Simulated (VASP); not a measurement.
A run of VASP 6.6.1 is set up as follows.

Contents of INCAR:

```
PREC = Accurate
ENCUT = 520
EDIFF = 1E-6
ISMEAR = 0
SIGMA = 0.15
LREAL = F
LASPH = T
NELM = 100
ALGO = Fast
ISIF = 2
LWAVE = F
LCHARG = F
GGA = PS
IVDW = 12
NBANDS = 8
```

File KPOINTS:

```
regular mesh
0
Gamma
  20 20 20
```

The input POSCAR:

```
Al
1.0
    0.0000000000      2.0846994000      2.0239800000
    2.0846994000      0.0000000000      2.0239800000
    2.0846994000      2.0846994000      0.0000000000
Al
1
Direct
    0.0000000000      0.0000000000      0.0000000000
```

Potentials or basis: VASP PAW PBE potentials, release 64 (Al).

Run with:

```console
$ cat potpaw_PBE.64/Al/POTCAR > POTCAR
$ mpirun -np 1 vasp_std > vasp.out
```

**Question.** What does it give for the dispersion energy per atom?

**Answer.** -0.297 eV.

**Question.** Estimate the pressure.

**Answer.** -8.3 GPa.

Stress tensor (GPa, compression positive):
```
-8.55  0.00  0.00
 0.00 -8.55  0.00
 0.00  0.00 -7.93
```

Caveat: the cell differs from its parent crystal (strain +0.030 along x and y, +0.000 along z); the PAW data sets were made with another functional, which shifts forces and pressure a little; pairwise dispersion overbinds metals, which lowers pressure and volume.
